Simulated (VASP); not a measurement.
# W (Fm-3m) in VASP: notebook, part 2 of 2

VASP 6.6.1. Earlier steps stand in the parts before.

## Step 3: Single point, r2SCAN

This run uses another cell than the first one, of 16.06 Å³/atom, 1.021 times its volume.

Input file POSCAR:

```
W
1.0
    0.0000000000      2.0025642044      2.0025642044
    2.0025642044      0.0000000000      2.0025642044
    2.0025642044      2.0025642044      0.0000000000
W
1
Direct
    0.0000000000      0.0000000000      0.0000000000
```

Input file INCAR.step1:

```
PREC     = Accurate       # precision mode
ENCUT    = 520            # plane-wave cutoff, eV
ISMEAR   = -1             # smearing method
SIGMA    = 0.1            # smearing width, eV
LREAL    = F              # projectors in reciprocal space
LASPH    = T              # aspherical terms in the spheres
NELM     = 60             # most SCF steps
NBANDS   = 13             # bands
GGA      = PE             # functional
ALGO     = Normal         # electronic algorithm
EDIFF    = 1E-4           # SCF threshold, eV
LWAVE    = T              # write WAVECAR
LCHARG   = F              # write CHGCAR
```

Input file INCAR.step2:

```
PREC     = Accurate       # precision mode
ENCUT    = 520            # plane-wave cutoff, eV
EDIFF    = 1E-6           # SCF threshold, eV
ISMEAR   = -1             # smearing method
SIGMA    = 0.1            # smearing width, eV
LREAL    = F              # projectors in reciprocal space
LASPH    = T              # aspherical terms in the spheres
NELM     = 60             # most SCF steps
ALGO     = Normal         # electronic algorithm
ISIF     = 2              # what is computed and relaxed
LWAVE    = F              # write WAVECAR
LCHARG   = T              # write CHGCAR
METAGGA  = R2SCAN         # meta-GGA
LMIXTAU  = T            
LELF     = T              # ELF
LVHAR    = T            
NBANDS   = 13             # bands
ISTART   = 1
```

Input file KPOINTS:

```
regular mesh
0
Gamma
  12 12 12
```

Potentials or basis: VASP PAW PBE potentials, release 64 (W_sv).

The run is started by

```console
cat potpaw_PBE.64/W_sv/POTCAR > POTCAR
cp INCAR.step1 INCAR
mpirun -np 1 vasp_std > vasp.out
cp INCAR.step2 INCAR
mpirun -np 1 vasp_std > vasp.out
```

OUTCAR:

```text
PREC = Accurate
   ENCUT = 520
   EDIFF = 1E-6
   ISMEAR = -1
   LREAL = F
   LASPH = T
   NELM = 60
   ISIF = 2
   METAGGA = R2SCAN
   ISTART = 1

 ion  position               nearest neighbor table
   1  0.000  0.000  0.000-

  LATTYP: Found a face centered cubic cell.
 ALAT       =     4.0051284088

  Lattice vectors:

 A1 = (   0.0000000000,   2.0025642044,   2.0025642044)
 A2 = (   2.0025642044,   0.0000000000,   2.0025642044)
 A3 = (   2.0025642044,   2.0025642044,   0.0000000000)

Analysis of symmetry for initial positions (statically):
=====================================================================
 Subroutine PRICEL returns:
 Original cell was already a primitive cell.

 Routine SETGRP: Setting up the symmetry group for a
 face centered cubic supercell.

 Subroutine GETGRP returns: Found 48 space group operations
 (whereof 48 operations were pure point group operations)
 out of a pool of 48 trial point group operations.

The static configuration has the point symmetry O_h .

Analysis of symmetry for dynamics (positions and initial velocities):
=====================================================================
 Subroutine PRICEL returns:
 Original cell was already a primitive cell.

 Routine SETGRP: Setting up the symmetry group for a
 face centered cubic supercell.

 Subroutine GETGRP returns: Found 48 space group operations
 (whereof 48 operations were pure point group operations)
 out of a pool of 48 trial point group operations.

The dynamic configuration has the point symmetry O_h .

 Subroutine INISYM returns: Found 48 space group operations
 (whereof 48 operations are pure point group operations),
 and found     1 'primitive' translations

----------------------------------------------------------------------------------------

                                     Primitive cell

  volume of cell :      16.0616

  direct lattice vectors                    reciprocal lattice vectors
     0.000000000  2.002564204  2.002564204    -0.249679885  0.249679885  0.249679885
     2.002564204  0.000000000  2.002564204     0.249679885 -0.249679885  0.249679885
     2.002564204  2.002564204  0.000000000     0.249679885  0.249679885 -0.249679885

  length of vectors
     2.832053457  2.832053457  2.832053457     0.432458246  0.432458246  0.432458246

  position of ions in fractional coordinates (direct lattice)
     0.000000000  0.000000000  0.000000000

  ion indices of the primitive-cell ions
   primitive index   ion index
                 1           1

----------------------------------------------------------------------------------------

 KPOINTS: regular mesh

Automatic generation of k-mesh.
 Grid dimensions read from file:
 generate k-points for:   12   12   12

 Generating k-lattice:

  Cartesian coordinates                     Fractional coordinates (reciprocal lattice)
    -0.020806657  0.020806657  0.020806657     0.083333333  0.000000000  0.000000000
     0.020806657 -0.020806657  0.020806657     0.000000000  0.083333333  0.000000000
     0.020806657  0.020806657 -0.020806657     0.000000000  0.000000000  0.083333333

  Length of vectors
     0.036038187  0.036038187  0.036038187

  Shift w.r.t. Gamma in fractional coordinates (k-lattice)
     0.000000000  0.000000000  0.000000000

 Subroutine IBZKPT returns following result:
 ===========================================

 Found     72 irreducible k-points:

 Following reciprocal coordinates:
            Coordinates               Weight
  0.000000  0.000000  0.000000      1.000000
  0.083333  0.000000  0.000000      8.000000
  0.166667  0.000000  0.000000      8.000000
  0.250000  0.000000  0.000000      8.000000
  0.333333  0.000000  0.000000      8.000000
  0.416667  0.000000  0.000000      8.000000
[... 16 lines left out ...]
  0.500000  0.166667  0.000000     24.000000
 -0.416667  0.166667  0.000000     24.000000
 [... further k-points ...]
   k-points           NKPTS =     72   k-points in BZ     NKDIM =     72   number of bands    NBANDS=     13
   number of dos      NEDOS =    301   number of ions     NIONS =      1
   total plane-waves  NPLWV =  13824
   dimension x,y,z NGX =    24 NGY =   24 NGZ =   24
   dimension x,y,z NGXF=    48 NGYF=   48 NGZF=   48
   ions per type =               1
   NGX,Y,Z   is equivalent  to a cutoff of  14.09, 14.09, 14.09 a.u.
   NGXF,Y,Z  is equivalent  to a cutoff of  28.18, 28.18, 28.18 a.u.
 SYSTEM =  unknown system
   PREC   = accura    normal or accurate (medium, high low for compatibility)
   ISTART =      1    job   : 0-new  1-cont  2-samecut
   ICHARG =      0    charge: 1-file 2-atom 10-const
   ISPIN  =      1    spin polarized calculation?
   LNONCOLLINEAR =      F non collinear calculations
   LSORBIT =      F    spin-orbit coupling
   LASPH  =      T    aspherical Exc in radial PAW
   ENCUT  =  520.0 eV  38.22 Ry    6.18 a.u.   5.27  5.27  5.27*2*pi/ulx,y,z
   NELM   =     60;   NELMIN=  2; NELMDL=  0     # of ELM steps
   EDIFF  = 0.1E-05   stopping-criterion for ELM
   LREAL  =      F    real-space projection
   EDIFFG = 0.1E-04   stopping-criterion for IOM
   NSW    =      0    number of steps for IOM
   IBRION =     -1    ionic relax: 0-MD 1-quasi-New 2-CG
   NFREE  =      0    steps in history (QN), initial steepest desc. (CG)
   ISIF   =      2    stress and relaxation
   ISYM   =      2    0-nonsym 1-usesym 2-fastsym
   POTIM  = 0.5000    time-step for ionic-motion
   TEBEG  =    0.0;   TEEND  =   0.0 temperature during run
   PSTRESS=    0.0 pullay stress
   NELECT =      14.0000    total number of electrons
   NUPDOWN=      -1.0000    fix difference up-down
   EMIN   =  10.00;   EMAX   =-10.00  energy-range for DOS
   EFERMI =   0.00;   METHOD = LEGACY
   ISMEAR =    -1;   SIGMA  =   0.10  broadening in eV -4-tet -1-fermi 0-gaus
   EFERMI_NEDOS =   21; number of points for ismear=-14 and -15
   IALGO  =     38    algorithm
   IMIX   =      4    mixing-type and parameters
     AMIX     =   0.40;   BMIX     =  1.00
     AMIX_MAG =   1.60;   BMIX_MAG =  1.00
  volume/ion in A,a.u.               =      16.06       108.39
  Fermi-wavevector in a.u.,A,eV,Ry     =   1.563823  2.955198 33.273644  2.445544
  Thomas-Fermi vector in A             =   2.666538
   LORBIT       =      0    0 simple, 1 ext, 2 COOP (PROOUT), +10 PAW based schemes
   METAGGA = R2SCAN    functional components
   LHFCALC =     F    Hartree Fock is set to
   AEXX    =    0.0000 exact exchange contribution
   IVDW    =     0    specifies the selected vdW correction
   LEPSILON=     F    determine dielectric tensor
   LRPA    =     F    only Hartree local field effects (RPA)
 non-spin polarized calculation
  energy-cutoff  :      520.00
  volume of cell :       16.06
 maximum number of plane-waves:       448
 NGX is ok and might be reduce to    24
   NGX = 11   NGY = 11   NGZ = 11

 number of electron      14.0000000 magnetization

 Free energy of the ion-electron system (eV)
  ---------------------------------------------------
  ext. energy  EPLUGINS =         0.00000000
  ---------------------------------------------------
  free energy    TOTEN  =       -50.81340614 eV

  energy without entropy =      -50.77511735  energy(sigma->0) =      -50.79426174

 E-fermi :  10.6792     XC(G=0): -14.8655

 val. band max:       10.6561206681   @ k =   0.2500   0.1667   0.0000
 cond. band min:      10.6960806667   @ k =  -0.2500   0.0833   0.0000
 fundamental gap:      0.0399599987
 Fermi energy:        10.6791618239

 k-point     1 :       0.0000    0.0000    0.0000
  band No.  band energies     occupation
      1     -64.9236      2.00000
      2     -27.8306      2.00000
      3     -27.8306      2.00000
      4     -27.8306      2.00000
      5       1.0421      2.00000
      6      10.0248      1.99713
      7      10.0248      1.99713
      8      10.0248      1.99713
      9      13.5144      0.00000
     10      13.5144      0.00000
     11      24.0242      0.00000
     12      29.8112      0.00000
     13      29.8112      0.00000
[... 353 lines left out ...]
 k-point    24 :      -0.4167    0.1667    0.0000
  band No.  band energies     occupation
      1     -64.7781      2.00000
      2     -29.0245      2.00000
      3     -28.2492      2.00000
      4     -28.0530      2.00000
      5       5.6824      2.00000
      6       8.5493      2.00000
      7      10.0618      1.99584
      8      10.8085      0.43049
      9      15.4068      0.00000
     10      17.9309      0.00000
     11      21.2988      0.00000
     12      26.1327      0.00000
     13      29.3529      0.00000

 [... further k-points ...]
[... 5 lines left out ...]
  --------------------------------------------------------------------------------------
  -------------------------------------------------------------------------------------
  Total        0.3670895      0.3670895      0.3670895      0.0000000      0.0000000      0.0000000
  in kB       36.6178842     36.6178842     36.6178842      0.0000000      0.0000000      0.0000000
  external PRESSURE =      36.6178842 kB  Pullay stress =       0.0000000 kB

 VOLUME and BASIS-vectors are now :
 -----------------------------------------------------------------------------
  energy-cutoff  :      520.00
  volume of cell :       16.06
      direct lattice vectors                 reciprocal lattice vectors
     0.000000000  2.002564204  2.002564204    -0.249679885  0.249679885  0.249679885
     2.002564204  0.000000000  2.002564204     0.249679885 -0.249679885  0.249679885
     2.002564204  2.002564204  0.000000000     0.249679885  0.249679885 -0.249679885

 POSITION                                       TOTAL-FORCE (eV/Angst)
 -----------------------------------------------------------------------------------
      0.00000      0.00000      0.00000         0.000000      0.000000      0.000000
 -----------------------------------------------------------------------------------
    total drift:                               -0.000000      0.000000      0.000000

  FREE ENERGIE OF THE ION-ELECTRON SYSTEM (eV)
  ---------------------------------------------------
  free  energy   TOTEN  =       -50.8134061371 eV

  energy  without entropy=      -50.7751173493  energy(sigma->0) =      -50.79426174
```

Run time: 87 s. Hardware: 1 thread of Intel Xeon 8259CL, shared host; peak memory 0.15 GiB.

Results:

* Free energy: -50.8134 eV
* Pressure: 3.7 GPa
* Band gap on the k mesh: zero (band 7 reaches 13.78 eV, above the bottom of band 8 at 10.02 eV)

Levels at points of the mesh, in eV from the Fermi level:
```csv
k point,band 4,band 5,band 6,band 7,band 8,band 9,band 10,band 11
"(0.00, 0.00, 0.00)",-38.51,-9.64,-0.65,-0.65,-0.65,2.84,2.84,13.35
"(0.50, 0.00, 0.00)",-38.68,-6.06,-0.82,-0.82,0.48,5.38,5.38,11.12
"(0.50, 0.50, 0.00)",-38.98,-5.92,-4.97,3.10,5.43,6.10,6.10,12.46
```

Caveat: the PAW data sets were made with another functional, which shifts forces and pressure a little; spin-orbit coupling is left out, which moves the levels of the heavy elements.

## Step 4: Single point, r2SCAN

This run uses another cell than the first one, of 16.40 Å³/atom, 1.043 times its volume.

Input file POSCAR:

```
W
1.0
    0.0000000000      2.0163754284      2.0163754284
    2.0163754284      0.0000000000      2.0163754284
    2.0163754284      2.0163754284      0.0000000000
W
1
Direct
    0.0000000000      0.0000000000      0.0000000000
```

Input file INCAR.step1:

```
ALGO = Normal
EDIFF = 1E-4
ENCUT = 520
GGA = PE
ISMEAR = -1
LASPH = T
LCHARG = F
LREAL = F
LWAVE = T
NBANDS = 13
NELM = 60
PREC = Accurate
SIGMA = 0.1
```

Input file INCAR.step2:

```
ALGO = Normal
EDIFF = 1E-6
ENCUT = 520
ISIF = 2
ISMEAR = -1
ISTART = 1
LASPH = T
LCHARG = F
LMIXTAU = T
LREAL = F
LWAVE = F
METAGGA = R2SCAN
NBANDS = 13
NELM = 60
PREC = Accurate
SIGMA = 0.1
```

Input file KPOINTS:

```
k-points
0
Gamma
  12 12 12
```

The run is started by

```console
cat potpaw_PBE.64/W_sv/POTCAR > POTCAR
cp INCAR.step1 INCAR
mpirun -np 1 vasp_std > vasp.out
cp INCAR.step2 INCAR
mpirun -np 1 vasp_std > vasp.out
```

It took 98 s on 1 thread of Intel Xeon 8259CL, shared host; peak memory 0.15 GiB.

The run converged. Its results:

```
Free energy            : -50.8146 eV
Pressure               : -2.5 GPa
Band gap on the k mesh : zero (band 7 reaches 13.37 eV, above the bottom of band 8 at 9.77 eV)
```

Levels at points of the mesh, in eV from the Fermi level:
```csv
k point,band 4,band 5,band 6,band 7,band 8,band 9,band 10,band 11
"(0.00, 0.00, 0.00)",-38.58,-9.53,-0.63,-0.63,-0.63,2.76,2.76,13.32
"(0.50, 0.00, 0.00)",-38.75,-5.95,-0.79,-0.79,0.41,5.23,5.23,10.79
"(0.50, 0.50, 0.00)",-39.02,-5.77,-4.84,2.97,5.28,5.92,5.92,12.27
```

Caveat: the PAW data sets were made with another functional, which shifts forces and pressure a little; spin-orbit coupling is left out, which moves the levels of the heavy elements.

## Step 5: The runs side by side

| cell | gap on the mesh (eV) | pressure (GPa) |
| --- | --- | --- |
| a = 2.812 Å, angles 60.0°, 1 atom | none | 10.5 |
| a = 2.832 Å, angles 60.0°, 1 atom | none | 3.7 |
| a = 2.852 Å, angles 60.0°, 1 atom | none | -2.5 |

Alike in all rows: task single point; level r2SCAN; potentials or basis VASP PAW PBE potentials, release 64 (W_sv); no spin polarisation; k mesh 12 × 12 × 12; cutoff (eV) 520; smearing fermi-dirac 0.1 eV.

Caveats: the PAW data sets were made with another functional, which shifts forces and pressure a little; spin-orbit coupling is left out, which moves the levels of the heavy elements.

Absolute energies hang on the potentials; compare differences alone.
